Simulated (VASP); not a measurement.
# BeS in VASP: a series of runs, part 2 of 2

VASP 6.6.1.

## (3) Single point, HSE06 (biaxial xy strain -0.5%)

File POSCAR:

```
BeS
1.0
    0.0000000000      2.4221346992      2.4343062304
    2.4221346992      0.0000000000      2.4343062304
    2.4221346992      2.4221346992      0.0000000000
Be S
1 1
Direct
    0.0000000000      0.0000000000      0.0000000000
    0.2500000000      0.2500000000      0.2500000000
```

File INCAR.step1:

```
SYSTEM = BeS
PREC = Accurate
ENCUT = 520
EDIFF = 1E-5
ISMEAR = 0
SIGMA = 0.01
LREAL = .False.
LASPH = .True.
NELM = 60
ALGO = Normal
ISIF = 2
LWAVE = .True.
NBANDS = 11
GGA = PE
```

File INCAR.step2:

```
SYSTEM = BeS
PREC = Accurate
ENCUT = 520
EDIFF = 1E-6
ISMEAR = 0
SIGMA = 0.01
LREAL = .False.
LASPH = .True.
NELM = 60
ALGO = Normal
ISIF = 2
LWAVE = .False.
LCHARG = .True.
GGA = PE
LHFCALC = .True.
HFSCREEN = 0.2079
PRECFOCK = Normal
LELF = .True.
LVHAR = .True.
NBANDS = 11
ISTART = 1
```

File KPOINTS:

```
Automatic mesh
0
Gamma
  6 6 6
  0 0 0
```

Potentials or basis: VASP PAW PBE potentials, release 64 (Be, S).

Run with:

```bash
$ cat potpaw_PBE.64/Be/POTCAR potpaw_PBE.64/S/POTCAR > POTCAR
$ cp INCAR.step1 INCAR
$ mpirun -np 1 vasp_std > vasp.out
$ cp INCAR.step2 INCAR
$ mpirun -np 1 vasp_std > vasp.out
```

OUTCAR:

```text
SYSTEM = BeS
   PREC = Accurate
   ENCUT = 520
   EDIFF = 1E-6
   ISMEAR = 0
   LREAL = .False.
   LASPH = .True.
   NELM = 60
   ISIF = 2
   GGA = PE
   LHFCALC = .True.
   HFSCREEN = 0.2079
   PRECFOCK = Normal
   ISTART = 1

 ion  position               nearest neighbor table
   1  0.000  0.000  0.000-   2 2.10   2 2.10   2 2.10   2 2.10
   2  0.250  0.250  0.250-   1 2.10   1 2.10   1 2.10   1 2.10

  LATTYP: Found a body centered tetragonal cell.
 ALAT       =     3.4254157415
 C/A-ratio  =     1.4213201632

  Lattice vectors:

 A1 = (  -2.4221346992,   0.0000000000,   2.4343062304)
 A2 = (   2.4221346992,   0.0000000000,   2.4343062304)
 A3 = (   0.0000000000,   2.4221346992,  -2.4343062304)

Analysis of symmetry for initial positions (statically):
=====================================================================
 Subroutine PRICEL returns:
 Original cell was already a primitive cell.

 Routine SETGRP: Setting up the symmetry group for a
 body centered tetragonal supercell.

 Subroutine GETGRP returns: Found  8 space group operations
 (whereof  8 operations were pure point group operations)
 out of a pool of 16 trial point group operations.

The static configuration has the point symmetry D_2d.

Analysis of symmetry for dynamics (positions and initial velocities):
=====================================================================
 Subroutine PRICEL returns:
 Original cell was already a primitive cell.

 Routine SETGRP: Setting up the symmetry group for a
 body centered tetragonal supercell.

 Subroutine GETGRP returns: Found  8 space group operations
 (whereof  8 operations were pure point group operations)
 out of a pool of 16 trial point group operations.

The dynamic configuration has the point symmetry D_2d.

 Subroutine INISYM returns: Found  8 space group operations
 (whereof  8 operations are pure point group operations),
 and found     1 'primitive' translations

----------------------------------------------------------------------------------------

                                     Primitive cell

  volume of cell :      28.5629

  direct lattice vectors                    reciprocal lattice vectors
     0.000000000  2.422134699  2.434306230    -0.206429477  0.206429477  0.205397330
     2.422134699  0.000000000  2.434306230     0.206429477 -0.206429477  0.205397330
     2.422134699  2.422134699  0.000000000     0.206429477  0.206429477 -0.205397330

  length of vectors
     3.434033099  3.434033099  3.425415742     0.356951427  0.356951427  0.356951427

  position of ions in fractional coordinates (direct lattice)
     0.000000000  0.000000000  0.000000000
     0.250000000  0.250000000  0.250000000

  ion indices of the primitive-cell ions
   primitive index   ion index
                 1           1
                 2           2

----------------------------------------------------------------------------------------

 KPOINTS: Automatic mesh

Automatic generation of k-mesh.
 Grid dimensions read from file:
[... 45 lines left out ...]
  0.500000 -0.000000  0.333333     16.000000
 [... further k-points ...]
   k-points           NKPTS =     30   k-points in BZ     NKDIM =    216   number of bands    NBANDS=     11
   number of dos      NEDOS =    301   number of ions     NIONS =      2
   total plane-waves  NPLWV =  21952
   dimension x,y,z NGX =    28 NGY =   28 NGZ =   28
   dimension x,y,z NGXF=    56 NGYF=   56 NGZF=   56
   ions per type =               1   1
   NGX,Y,Z   is equivalent  to a cutoff of  13.56, 13.56, 13.59 a.u.
   NGXF,Y,Z  is equivalent  to a cutoff of  27.11, 27.11, 27.18 a.u.
 SYSTEM =  BeS
   PREC   = accura    normal or accurate (medium, high low for compatibility)
   ISTART =      1    job   : 0-new  1-cont  2-samecut
   ICHARG =      0    charge: 1-file 2-atom 10-const
   ISPIN  =      1    spin polarized calculation?
   LNONCOLLINEAR =      F non collinear calculations
   LSORBIT =      F    spin-orbit coupling
   LASPH  =      T    aspherical Exc in radial PAW
   ENCUT  =  520.0 eV  38.22 Ry    6.18 a.u.   6.39  6.39  6.37*2*pi/ulx,y,z
   NELM   =     60;   NELMIN=  2; NELMDL=  0     # of ELM steps
   EDIFF  = 0.1E-05   stopping-criterion for ELM
   LREAL  =      F    real-space projection
   EDIFFG = 0.1E-04   stopping-criterion for IOM
   NSW    =      0    number of steps for IOM
   IBRION =     -1    ionic relax: 0-MD 1-quasi-New 2-CG
   NFREE  =      0    steps in history (QN), initial steepest desc. (CG)
   ISIF   =      2    stress and relaxation
   ISYM   =      3    0-nonsym 1-usesym 2-fastsym
   POTIM  = 0.5000    time-step for ionic-motion
   TEBEG  =    0.0;   TEEND  =   0.0 temperature during run
   PSTRESS=    0.0 pullay stress
   NELECT =       8.0000    total number of electrons
   NUPDOWN=      -1.0000    fix difference up-down
   EMIN   =  10.00;   EMAX   =-10.00  energy-range for DOS
   EFERMI =   0.00;   METHOD = LEGACY
   ISMEAR =     0;   SIGMA  =   0.01  broadening in eV -4-tet -1-fermi 0-gaus
   EFERMI_NEDOS =   21; number of points for ismear=-14 and -15
   IALGO  =     38    algorithm
   IMIX   =      1    mixing-type and parameters
     AMIX     =   0.40;   BMIX     =  1.00
     AMIX_MAG =   1.60;   BMIX_MAG =  1.00
  volume/ion in A,a.u.               =      14.28        96.38
  Fermi-wavevector in a.u.,A,eV,Ry     =   1.071119  2.024121 15.609897  1.147295
  Thomas-Fermi vector in A             =   2.206849
   LORBIT       =      0    0 simple, 1 ext, 2 COOP (PROOUT), +10 PAW based schemes
   GGA     = PE    functional components
   LHFCALC =     T    Hartree Fock is set to
   PRECFOCK=normal    Normal, Fast or Accurate (Low or Medium for compatibility)
   ENCUT4O =  -1.0   cutoff for four orbital integrals eV
   NKREDX  =     1    reduce k-point grid by
   NKREDY  =     1    reduce k-point grid by
   NKREDZ  =     1    reduce k-point grid by
   AEXX    =    0.2500 exact exchange contribution
   HFSCREEN=    0.2079 screening length (either q_TF or 0.3 A-1)
   HFSCREENC=   0.2079 screening length for correlation (either q_TF or 0.3 A-1)
   ENCUTFOCK=  -1.0 apply spherical cutoff to Coloumb kernel
   IVDW    =     0    specifies the selected vdW correction
   LEPSILON=     F    determine dielectric tensor
   LRPA    =     F    only Hartree local field effects (RPA)
 non-spin polarized calculation
 Gauss-broadening in eV      SIGMA  =   0.01
  energy-cutoff  :      520.00
  volume of cell :       28.56
 maximum number of plane-waves:       781
 NGX is ok and might be reduce to    28
  NGX = 20; NGY = 20; NGZ = 20

 number of electron       7.9999999 magnetization

 Free energy of the ion-electron system (eV)
  ---------------------------------------------------
  ext. energy  EPLUGINS =         0.00000000
  ---------------------------------------------------
  free energy    TOTEN  =       -11.38825466 eV

  energy without entropy =      -11.38825466  energy(sigma->0) =      -11.38825466

 E-fermi :   3.6617     XC(G=0):  -8.0833

 val. band max:        3.5148997629   @ k =   0.0000   0.0000   0.0000
 cond. band min:       7.5454730600   @ k =   0.5000   0.0000   0.5000
 fundamental gap:      4.0305732971
 Fermi energy:         3.6617241126

 k-point     1 :       0.0000    0.0000    0.0000
  band No.  band energies     occupation
      1     -11.5701      2.00000
      2       3.4870      2.00000
      3       3.5149      2.00000
      4       3.5149      2.00000
      5      10.3692      0.00000
      6      10.3692      0.00000
      7      10.3753      0.00000
      8      10.5568      0.00000
      9      17.7146      0.00000
     10      17.8321      0.00000
     11      19.7680      0.00000
[... 309 lines left out ...]
 k-point    24 :       0.5000   -0.0000    0.3333
  band No.  band energies     occupation
      1      -9.3686      2.00000
      2      -1.6391      2.00000
      3       0.0306      2.00000
      4       0.9698      2.00000
      5       8.5647      0.00000
      6      10.8381      0.00000
      7      15.7706      0.00000
      8      15.8894      0.00000
      9      19.4149      0.00000
     10      20.4286      0.00000
     11      21.6950      0.00000

 [... further k-points ...]
[... 5 lines left out ...]
  --------------------------------------------------------------------------------------
  -------------------------------------------------------------------------------------
  Total        0.0158627      0.0158627     -0.0770811      0.0000000     -0.0000000      0.0000000
  in kB        0.8897845      0.8897845     -4.3237102      0.0000000     -0.0000000      0.0000000
  external PRESSURE =      -0.8480471 kB  Pullay stress =       0.0000000 kB

 VOLUME and BASIS-vectors are now :
 -----------------------------------------------------------------------------
  energy-cutoff  :      520.00
  volume of cell :       28.56
      direct lattice vectors                 reciprocal lattice vectors
     0.000000000  2.422134699  2.434306230    -0.206429477  0.206429477  0.205397330
     2.422134699  0.000000000  2.434306230     0.206429477 -0.206429477  0.205397330
     2.422134699  2.422134699  0.000000000     0.206429477  0.206429477 -0.205397330

 POSITION                                       TOTAL-FORCE (eV/Angst)
 -----------------------------------------------------------------------------------
      0.00000      0.00000      0.00000        -0.000000     -0.000000     -0.000000
      1.21107      1.21107      1.21715         0.000000      0.000000      0.000000
 -----------------------------------------------------------------------------------
    total drift:                                0.000000      0.000000      0.000000

  FREE ENERGIE OF THE ION-ELECTRON SYSTEM (eV)
  ---------------------------------------------------
  free  energy   TOTEN  =       -11.3882546603 eV

  energy  without entropy=      -11.3882546603  energy(sigma->0) =      -11.38825466
```

Run time: 13 min. Hardware: 1 thread of Intel Xeon Platinum 8259CL at 2.50GHz (Skylake/Cascade Lake), shared host; peak memory 0.26 GiB.

What came out:

| Item | Value |
| --- | --- |
| Free energy | -11.3883 eV |
| Pressure | -0.1 GPa |
| Band gap on the k mesh | 4.03 eV (least direct gap 6.85 eV) |

Caveat: the cell differs from its parent crystal (biaxial xy strain -0.5%); the PAW data sets were made with another functional, which shifts forces and pressure a little. A k mesh can miss the band edges.
